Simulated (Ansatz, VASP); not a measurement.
# Two plane-wave programs on SnSe2

```xyz
3
Lattice="3.9017 0.0000 0.0000 -1.9508 3.3789 0.0000 0.0000 0.0000 6.1091" Properties=species:S:1:pos:R:3 pbc="T T T"
Sn    0.0000    0.0000    0.0000
Se    0.0000    2.2526    1.5516
Se    1.9508    1.1263    4.5575
```

Change from the starting cell: epitaxial_xy strain +2.0%.

Alike in both runs: task single point; functional r2SCAN; k mesh 12 × 12 × 4; no spin polarisation.

|  | VASP | Ansatz |
| --- | --- | --- |
| version | VASP 6.6.1 | Ansatz 0.2.0 |
| potentials or method | VASP PAW PBE potentials, release 64 (Sn_d, Se) | plane waves, PAW |
| plane-wave cutoff (eV) | 520 | 500 |
| occupations | gaussian, width 0.01 eV | fixed |
| valence electrons in the cell | 26 | 46 |

|  | VASP | Ansatz | Ansatz less VASP |
| --- | --- | --- | --- |
| gap on the k mesh at the Fermi level (eV) | 0.83 | 0.83 | +0.001 |
| pressure (GPa) | -0.7 | -0.7 | -0.04 |
| traceless stress, the component that is largest in VASP (GPa) | 1.54 | 1.55 | +0.007 |
| rms of the force components (eV/Å) | 0.010 | 0.016 | +0.0055 |

VASP's potentials were made for PBE, not for r2SCAN. Atom by atom the forces differ by 0.006 eV/Å (rms over components). VASP's potentials hold 26 valence electrons a cell and Ansatz's 46, so a difference there can come from the potentials and not from the codes.
